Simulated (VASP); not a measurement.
# SnSe (Fm-3m) in VASP: notebook

SnSe is run at these levels: RPBE, PBEsol, PBEsol-based global hybrid; tasks: relaxation of cell and atoms, single point.

Everything below comes from runs of VASP 6.6.1. Logs are shortened: lines on timing, memory, paths and dates and some standing lists are left out, and cuts for length are marked.

## (1) The cell of the first run

The structure is cubic, space group Fm-3m (No. 225). Conventional cell: a = 6.020 Å, b = 6.020 Å, c = 6.020 Å, α = 90.00°, β = 90.00°, γ = 90.00°. Within 4.0 Å of Sn (site symmetry m-3m) lie 6 Se at 3.01 Å. Within 4.0 Å of Se (site symmetry m-3m) lie 6 Sn at 3.01 Å.

## (2) Relaxation of cell and atoms, RPBE

The input, INCAR:

```
SYSTEM = SnSe
  PREC = Accurate
  ENCUT = 600
  EDIFF = 1E-7
  ISMEAR = -1
  SIGMA = 0.05
  LREAL = .False.
  LASPH = .True.
  NELM = 80
  ALGO = Normal
  ISIF = 3
  LWAVE = .False.
  LCHARG = .False.
  GGA = RP
  IBRION = 2
  NSW = 60
  EDIFFG = -0.01
```

The input, KPOINTS:

```
Automatic mesh
0
Gamma
  8 8 8
  0 0 0
```

The input, POSCAR:

```
SnSe
1.0
    0.0000000000      3.0100000000      3.0100000000
    3.0100000000      0.0000000000      3.0100000000
    3.0100000000      3.0100000000      0.0000000000
Sn Se
1 1
Direct
    0.0000000000      0.0000000000      0.0000000000
    0.5000000000      0.5000000000      0.5000000000
```

Potentials or basis: VASP PAW PBE potentials, release 64 (Sn_d, Se).

Run with:

```bash
$ cat potpaw_PBE.64/Sn_d/POTCAR potpaw_PBE.64/Se/POTCAR > POTCAR
$ mpirun -np 1 vasp_std > vasp.out
```

OUTCAR:

```text
SYSTEM = SnSe
   PREC = Accurate
   ENCUT = 600
   EDIFF = 1E-7
   ISMEAR = -1
   LREAL = .False.
   LASPH = .True.
   NELM = 80
   ISIF = 3
   GGA = RP
   IBRION = 2
   NSW = 60
   EDIFFG = -0.01

 ion  position               nearest neighbor table
   1  0.000  0.000  0.000-   2 3.01   2 3.01   2 3.01   2 3.01   2 3.01   2 3.01
   2  0.500  0.500  0.500-   1 3.01   1 3.01   1 3.01   1 3.01   1 3.01   1 3.01

  LATTYP: Found a face centered cubic cell.
 ALAT       =     6.0200000000

  Lattice vectors:

 A1 = (   0.0000000000,   3.0100000000,   3.0100000000)
 A2 = (   3.0100000000,   0.0000000000,   3.0100000000)
 A3 = (   3.0100000000,   3.0100000000,   0.0000000000)

Analysis of symmetry for initial positions (statically):
=====================================================================
 Subroutine PRICEL returns:
 Original cell was already a primitive cell.

 Routine SETGRP: Setting up the symmetry group for a
 face centered cubic supercell.

 Subroutine GETGRP returns: Found 48 space group operations
[... 9 lines left out ...]

 Routine SETGRP: Setting up the symmetry group for a
 face centered cubic supercell.

 Subroutine GETGRP returns: Found 48 space group operations
[... 11 lines left out ...]
                                     Primitive cell

  volume of cell :      54.5418

  direct lattice vectors                    reciprocal lattice vectors
     0.000000000  3.010000000  3.010000000    -0.166112957  0.166112957  0.166112957
     3.010000000  0.000000000  3.010000000     0.166112957 -0.166112957  0.166112957
     3.010000000  3.010000000  0.000000000     0.166112957  0.166112957 -0.166112957

  length of vectors
     4.256782823  4.256782823  4.256782823     0.287716081  0.287716081  0.287716081

  position of ions in fractional coordinates (direct lattice)
     0.000000000  0.000000000  0.000000000
     0.500000000  0.500000000  0.500000000

  ion indices of the primitive-cell ions
   primitive index   ion index
                 1           1
                 2           2

----------------------------------------------------------------------------------------

 KPOINTS: Automatic mesh

Automatic generation of k-mesh.
 Grid dimensions read from file:
 generate k-points for:    8    8    8

 Generating k-lattice:

  Cartesian coordinates                     Fractional coordinates (reciprocal lattice)
    -0.020764120  0.020764120  0.020764120     0.125000000  0.000000000  0.000000000
     0.020764120 -0.020764120  0.020764120     0.000000000  0.125000000  0.000000000
     0.020764120  0.020764120 -0.020764120     0.000000000  0.000000000  0.125000000

  Length of vectors
     0.035964510  0.035964510  0.035964510

  Shift w.r.t. Gamma in fractional coordinates (k-lattice)
     0.000000000  0.000000000  0.000000000

 Subroutine IBZKPT returns following result:
 ===========================================

 Found     29 irreducible k-points:

 Following reciprocal coordinates:
            Coordinates               Weight
  0.000000  0.000000  0.000000      1.000000
  0.125000  0.000000  0.000000      8.000000
  0.250000  0.000000  0.000000      8.000000
  0.375000  0.000000  0.000000      8.000000
  0.500000  0.000000  0.000000      4.000000
  0.125000  0.125000  0.000000      6.000000
[... 16 lines left out ...]
  0.500000  0.250000  0.125000     48.000000
 -0.375000  0.250000  0.125000     24.000000
 [... further k-points ...]
   k-points           NKPTS =     29   k-points in BZ     NKDIM =     29   number of bands    NBANDS=     14
   number of dos      NEDOS =    301   number of ions     NIONS =      2
   total plane-waves  NPLWV =  46656
   dimension x,y,z NGX =    36 NGY =   36 NGZ =   36
   dimension x,y,z NGXF=    72 NGYF=   72 NGZF=   72
   ions per type =               1   1
   NGX,Y,Z   is equivalent  to a cutoff of  14.06, 14.06, 14.06 a.u.
   NGXF,Y,Z  is equivalent  to a cutoff of  28.12, 28.12, 28.12 a.u.
 SYSTEM =  SnSe
   PREC   = accura    normal or accurate (medium, high low for compatibility)
   ISTART =      0    job   : 0-new  1-cont  2-samecut
   ICHARG =      2    charge: 1-file 2-atom 10-const
   ISPIN  =      1    spin polarized calculation?
   LNONCOLLINEAR =      F non collinear calculations
   LSORBIT =      F    spin-orbit coupling
   LASPH  =      T    aspherical Exc in radial PAW
   ENCUT  =  600.0 eV  44.10 Ry    6.64 a.u.   8.50  8.50  8.50*2*pi/ulx,y,z
   NELM   =     80;   NELMIN=  2; NELMDL= -5     # of ELM steps
   EDIFF  = 0.1E-06   stopping-criterion for ELM
   LREAL  =      F    real-space projection
   EDIFFG = -.1E-01   stopping-criterion for IOM
   NSW    =     60    number of steps for IOM
   IBRION =      2    ionic relax: 0-MD 1-quasi-New 2-CG
   NFREE  =      1    steps in history (QN), initial steepest desc. (CG)
   ISIF   =      3    stress and relaxation
   ISYM   =      2    0-nonsym 1-usesym 2-fastsym
   POTIM  = 0.5000    time-step for ionic-motion
   TEBEG  =    0.0;   TEEND  =   0.0 temperature during run
   PSTRESS=    0.0 pullay stress
   NELECT =      20.0000    total number of electrons
   NUPDOWN=      -1.0000    fix difference up-down
   EMIN   =  10.00;   EMAX   =-10.00  energy-range for DOS
   EFERMI =   0.00;   METHOD = LEGACY
   ISMEAR =    -1;   SIGMA  =   0.05  broadening in eV -4-tet -1-fermi 0-gaus
   EFERMI_NEDOS =   21; number of points for ismear=-14 and -15
   IALGO  =     38    algorithm
   IMIX   =      4    mixing-type and parameters
     AMIX     =   0.40;   BMIX     =  1.00
     AMIX_MAG =   1.60;   BMIX_MAG =  1.00
  volume/ion in A,a.u.               =      27.27       184.03
  Fermi-wavevector in a.u.,A,eV,Ry     =   1.171768  2.214321 18.681350  1.373040
  Thomas-Fermi vector in A             =   2.308207
   LORBIT       =      0    0 simple, 1 ext, 2 COOP (PROOUT), +10 PAW based schemes
   GGA     = RP    functional components
   LHFCALC =     F    Hartree Fock is set to
   AEXX    =    0.0000 exact exchange contribution
   IVDW    =     0    specifies the selected vdW correction
   LEPSILON=     F    determine dielectric tensor
   LRPA    =     F    only Hartree local field effects (RPA)
 conjugate gradient relaxation of ions
 non-spin polarized calculation
  energy-cutoff  :      600.00
  volume of cell :       54.54
 maximum number of plane-waves:      1841
 NGX is ok and might be reduce to    36
   NGX = 17   NGY = 17   NGZ = 17

--------------------------------------- Ionic step        1  -------------------------------------------

 number of electron      19.9999999 magnetization

 Free energy of the ion-electron system (eV)
  ---------------------------------------------------
  ext. energy  EPLUGINS =         0.00000000
  ---------------------------------------------------
  free energy    TOTEN  =        -7.51137204 eV

  energy without entropy =       -7.51131108  energy(sigma->0) =       -7.51134156

------------------------ aborting loop because EDIFF is reached ----------------------------------------

  FORCE on cell =-STRESS in cart. coord.  units (eV):
  Direction    XX          YY          ZZ          XY          YZ          ZX
  --------------------------------------------------------------------------------------
  -------------------------------------------------------------------------------------
  Total        0.8813914      0.8813914      0.8813914      0.0000000      0.0000000     -0.0000000
  in kB       25.8910649     25.8910649     25.8910649      0.0000000      0.0000000     -0.0000000
  external PRESSURE =      25.8910649 kB  Pullay stress =       0.0000000 kB
[... 21 lines left out ...]
  energy  without entropy=       -7.5113110802  energy(sigma->0) =       -7.51134156

--------------------------------------- Ionic step        2  -------------------------------------------

 number of electron      20.0000004 magnetization

 E-fermi :   5.2751     XC(G=0):  -9.1799

 val. band max:        5.1381978124   @ k =   0.5000   0.0000   0.0000
 cond. band min:       5.4123829198   @ k =   0.5000   0.0000   0.0000
 fundamental gap:      0.2741851074
 Fermi energy:         5.2750659108

 k-point     1 :       0.0000    0.0000    0.0000
  band No.  band energies     occupation
      1     -16.6820      2.00000
      2     -16.6820      2.00000
      3     -16.6820      2.00000
      4     -16.6746      2.00000
      5     -16.6746      2.00000
      6      -8.4067      2.00000
      7      -0.1633      2.00000
      8       3.0049      2.00000
      9       3.0049      2.00000
     10       3.0049      2.00000
     11       9.1526      0.00000
     12       9.1526      0.00000
     13       9.1526      0.00000
     14      10.9919      0.00000
[... 424 lines left out ...]
  energy  without entropy=       -7.5328303782  energy(sigma->0) =       -7.53301194

--------------------------------------- Ionic step        3  -------------------------------------------

 number of electron      20.0000004 magnetization

 Free energy of the ion-electron system (eV)
  ---------------------------------------------------
  ext. energy  EPLUGINS =         0.00000000
  ---------------------------------------------------
  free energy    TOTEN  =        -7.53405341 eV

  energy without entropy =       -7.53378160  energy(sigma->0) =       -7.53391751

 E-fermi :   5.3993     XC(G=0):  -9.2291

 val. band max:        5.2414288698   @ k =   0.5000   0.0000   0.0000
 cond. band min:       5.5581155423   @ k =   0.5000   0.0000   0.0000
 fundamental gap:      0.3166866725
 Fermi energy:         5.3993438249

 k-point     1 :       0.0000    0.0000    0.0000
  band No.  band energies     occupation
      1     -16.5655      2.00000
      2     -16.5655      2.00000
      3     -16.5655      2.00000
      4     -16.5584      2.00000
      5     -16.5584      2.00000
      6      -8.3629      2.00000
      7      -0.0215      2.00000
      8       3.0860      2.00000
      9       3.0860      2.00000
     10       3.0860      2.00000
     11       9.3027      0.00000
     12       9.3027      0.00000
     13       9.3027      0.00000
     14      11.0892      0.00000
[... 420 lines left out ...]
  FREE ENERGIE OF THE ION-ELECTRON SYSTEM (eV)
  ---------------------------------------------------
  free  energy   TOTEN  =        -7.5340534077 eV

  energy  without entropy=       -7.5337816024  energy(sigma->0) =       -7.53391751

 reached required accuracy - stopping structural energy minimisation
```

Wall time 67 s (1 thread of AMD EPYC 7R43 (Zen 3), shared host); peak memory 0.19 GiB.

Results:

- Free energy: -7.5341 eV
- Relaxed volume: 28.74 Å³/atom
- Relaxed cell: a = 4.332 Å, b = 4.332 Å, c = 4.332 Å, α = 60.00°, β = 60.00°, γ = 60.00°
- Space group after relaxing (to 0.05 Å): Fm-3m (No. 225)
- Energy gained by relaxing: 11.3 meV/atom
- Ionic steps: 3
- Pressure after relaxing: 0.0 GPa
- Band gap on the k mesh: 0.32 eV, direct

Step by step:
```
step  energy change (eV)  largest force (eV/Å)  pressure (GPa)  volume (Å³)
   1              0.0000                0.0000            2.59        54.54
   2             -0.0218                0.0000           -0.45        58.10
   3             -0.0227                0.0000            0.01        57.48
```

Final structure:
```yaml
crystal:
  lattice:
    - [0.00000, 3.06315, 3.06315]
    - [3.06315, 0.00000, 3.06315]
    - [3.06315, 3.06315, 0.00000]
  atoms:
    - { symbol: Sn, position: [0.00000, 0.00000, 0.00000] }
    - { symbol: Se, position: [0.50000, 0.50000, 0.50000] }
```

Levels at points of the mesh, in eV from the valence-band top:
| k point | band 6 | band 7 | band 8 | band 9 | band 10 | band 11 | band 12 | band 13 | band 14 |
| --- | --- | --- | --- | --- | --- | --- | --- | --- | --- |
| (0.00, 0.00, 0.00) | -13.60 | -5.26 | -2.16 | -2.16 | -2.16 | 4.06 | 4.06 | 4.06 | 5.85 |
| (0.50, 0.00, 0.00) | -12.78 | -7.86 | -1.92 | -1.92 | 0.00 | 0.32 | 1.21 | 1.21 | 8.11 |
| (0.50, 0.50, 0.00) | -12.55 | -6.05 | -5.20 | -3.50 | -3.50 | 3.17 | 5.00 | 5.00 | 5.59 |

Caveat: the PAW data sets were made with another functional, which shifts forces and pressure a little; spin-orbit coupling is left out, which moves the levels of the heavy elements. Zero-point motion and thermal expansion aren't in these numbers.

## (3) Single point, PBEsol

The input, INCAR:

```
SYSTEM = SnSe
PREC     = Accurate       ! precision mode
ENCUT    = 520            ! plane-wave cutoff, eV
EDIFF    = 1E-6           ! SCF threshold, eV
ISMEAR   = -1             ! smearing method
SIGMA    = 0.05           ! smearing width, eV
LREAL    = .FALSE.        ! projectors in reciprocal space
LASPH    = .TRUE.         ! aspherical terms in the spheres
NELM     = 80             ! most SCF steps
ALGO     = Normal         ! electronic algorithm
ISIF     = 2              ! what is computed and relaxed
LWAVE    = .FALSE.        ! write WAVECAR
LCHARG   = .FALSE.        ! write CHGCAR
GGA      = PS             ! functional
NBANDS   = 17             ! bands
```

The input, KPOINTS:

```
regular mesh
0
G
  6 6 6
  0 0 0
```

POSCAR is that of step 2.

Potentials or basis: VASP PAW PBE potentials, release 64 (Sn_d, Se).

Run with:

```bash
$ cat potpaw_PBE.64/Sn_d/POTCAR potpaw_PBE.64/Se/POTCAR > POTCAR
$ mpirun -np 1 vasp_std > vasp.out
```

Run time: 8.2 s. Hardware: 1 thread of AMD EPYC 9R45 (Zen 5), shared host; peak memory 0.15 GiB.

Results (log left out):

| Property | Result |
| --- | --- |
| Free energy | -8.9927 eV |
| Pressure | -2.3 GPa |
| Band gap on the k mesh | 0.65 eV, direct |

Levels at points of the mesh, in eV from the valence-band top:
```tsv
k point	band 7	band 8	band 9	band 10	band 11	band 12	band 13	band 14
(0.00, 0.00, 0.00)	-5.03	-2.11	-2.11	-2.11	4.37	4.37	4.37	5.89
(0.50, 0.00, 0.00)	-7.99	-1.86	-1.86	0.00	0.65	1.30	1.30	8.20
(0.50, 0.50, 0.00)	-5.95	-5.42	-3.57	-3.57	3.01	5.41	5.41	6.01
```

Caveat: the PAW data sets were made with another functional, which shifts forces and pressure a little; spin-orbit coupling is left out, which moves the levels of the heavy elements.

## (4) Single point, PBEsol

The input, INCAR:

```
SYSTEM = SnSe
  ALGO = Normal
  EDIFF = 1E-6
  ENCUT = 520
  GGA = PS
  ISIF = 2
  ISMEAR = 0
  LASPH = .TRUE.
  LCHARG = .TRUE.
  LELF = .TRUE.
  LREAL = .FALSE.
  LVHAR = .TRUE.
  LWAVE = .FALSE.
  NBANDS = 17
  NELM = 100
  PREC = Accurate
  SIGMA = 0.1
```

The input, KPOINTS:

```
k-points
0
G
  8 8 8
  0 0 0
```

The input, POSCAR:

```
SnSe
1.0
    4.2567828200      0.0000000000      0.0000000000
    2.1283914100      3.6864820605      0.0000000000
    2.1283914100      1.2288273535      3.4756486183
Sn Se
1 1
Direct
    0.0000000000      0.0000000000      0.0000000000
    0.5000000000      0.5000000000      0.5000000000
```

Run with:

```bash
$ cat potpaw_PBE.64/Sn_d/POTCAR potpaw_PBE.64/Se/POTCAR > POTCAR
$ mpirun -np 1 vasp_std > vasp.out
```

Run time: 41 s. Hardware: 1 thread of Intel Xeon Platinum 8488C (Sapphire Rapids), shared host; peak memory 0.18 GiB.

The run converged. Its results:

| Property | Result |
| --- | --- |
| Free energy | -8.9739 eV |
| Pressure | -1.9 GPa |
| Band gap on the k mesh | 0.65 eV, direct |

Levels at points of the mesh, in eV from the valence-band top:
| k point | band 6 | band 7 | band 8 | band 9 | band 10 | band 11 | band 12 | band 13 | band 14 | band 15 |
| --- | --- | --- | --- | --- | --- | --- | --- | --- | --- | --- |
| (0.00, 0.00, 0.00) | -13.79 | -5.02 | -2.10 | -2.10 | -2.10 | 4.37 | 4.37 | 4.37 | 5.89 | 5.89 |
| (0.50, 0.00, 0.00) | -12.85 | -7.99 | -1.85 | -1.85 | 0.00 | 0.65 | 1.30 | 1.30 | 8.21 | 10.13 |
| (0.50, 0.50, 0.00) | -12.57 | -5.95 | -5.42 | -3.56 | -3.56 | 3.01 | 5.41 | 5.41 | 6.02 | 10.54 |

Caveat: the PAW data sets were made with another functional, which shifts forces and pressure a little; spin-orbit coupling is left out, which moves the levels of the heavy elements.

## (5) Single point, PBEsol-based global hybrid

The input, POSCAR:

```
SnSe
1.0
    0.0000000000      3.0100000000      3.0100000000
    3.0100000000      0.0000000000      3.0100000000
    3.0100000000      3.0100000000      0.0000000000
Sn Se
1 1
Direct
    0.0000000000      0.0000000000      0.0000000000
    0.5000000000      0.5000000000      0.5000000000
```

The input, INCAR.step1:

```
  PREC = Accurate
  ENCUT = 520
  EDIFF = 1E-5
  ISMEAR = -1
  SIGMA = 0.05
  LREAL = False
  LASPH = True
  NELM = 100
  ALGO = Normal
  ISIF = 2
  LWAVE = True
  NBANDS = 17
  GGA = PE
```

The input, INCAR.step2:

```
  PREC = Accurate
  ENCUT = 520
  EDIFF = 1E-7
  ISMEAR = -1
  SIGMA = 0.05
  LREAL = False
  LASPH = True
  NELM = 100
  ALGO = Normal
  ISIF = 2
  LWAVE = False
  LCHARG = True
  GGA = PS
  LHFCALC = True
  AEXX = 0.25
  PRECFOCK = Normal
  LELF = True
  LVHAR = True
  NBANDS = 17
  ISTART = 1
```

The input, KPOINTS:

```
Automatic mesh
0
Gamma
  4 4 4
```

Run with:

```bash
$ cat potpaw_PBE.64/Sn_d/POTCAR potpaw_PBE.64/Se/POTCAR > POTCAR
$ cp INCAR.step1 INCAR
$ mpirun -np 1 vasp_std > vasp.out
$ cp INCAR.step2 INCAR
$ mpirun -np 1 vasp_std > vasp.out
```

Run time: 12 min. Hardware: 1 thread of Intel Xeon Platinum 8375C at 2.90GHz (Ice Lake), shared host; peak memory 0.18 GiB.

The run converged. Its results:

* Free energy: -11.3532 eV
* Pressure: -3.9 GPa
* Band gap on the k mesh: 1.10 eV, direct

Levels at points of the mesh, in eV from the valence-band top:
| k point | band 6 | band 7 | band 8 | band 9 | band 10 | band 11 | band 12 | band 13 | band 14 | band 15 |
| --- | --- | --- | --- | --- | --- | --- | --- | --- | --- | --- |
| (0.00, 0.00, 0.00) | -15.78 | -5.77 | -2.86 | -2.86 | -2.86 | 5.49 | 5.49 | 5.49 | 6.88 | 6.88 |
| (0.50, 0.00, 0.00) | -14.73 | -9.32 | -2.59 | -2.59 | 0.00 | 1.10 | 2.05 | 2.05 | 9.36 | 11.40 |
| (0.50, 0.50, 0.00) | -14.41 | -6.89 | -6.55 | -4.47 | -4.47 | 3.80 | 6.62 | 6.62 | 7.26 | 11.79 |

Caveat: the k points lie up to 0.45 Å⁻¹ apart; the PAW data sets were made with another functional, which shifts forces and pressure a little; spin-orbit coupling is left out, which moves the levels of the heavy elements. A k mesh can miss the band edges.

## (6) The runs side by side

| task | level | cell | k mesh | cutoff (eV) | smearing | grid for exact exchange (PRECFOCK) | share of exact exchange | gap on the mesh (eV) | pressure (GPa) |
| --- | --- | --- | --- | --- | --- | --- | --- | --- | --- |
| relaxation of cell and atoms | RPBE | relaxed from a = 4.257 Å, angles 60.0°, 2 atoms | 8 × 8 × 8 | 600 | fermi-dirac 0.05 eV | - | - | 0.32 | 0.0 |
| single point | PBEsol | a = 4.257 Å, angles 60.0°, 2 atoms | 6 × 6 × 6 | 520 | fermi-dirac 0.05 eV | - | - | 0.65 | -2.3 |
| single point | PBEsol | a = 4.257 Å, angles 60.0°, 2 atoms | 8 × 8 × 8 | 520 | gaussian 0.1 eV | - | - | 0.65 | -1.9 |
| single point | PBEsol-based global hybrid | a = 4.257 Å, angles 60.0°, 2 atoms | 4 × 4 × 4 | 520 | fermi-dirac 0.05 eV | Normal | 0.25 | 1.10 | -3.9 |

Alike in all rows: potentials or basis VASP PAW PBE potentials, release 64 (Sn_d, Se); no spin polarisation.

Caveats: some runs use coarse meshes; the PAW data sets were made with another functional, which shifts forces and pressure a little; spin-orbit coupling is left out, which moves the levels of the heavy elements.

Total energies depend on the potentials used, so only differences within one code and one set of settings carry meaning.
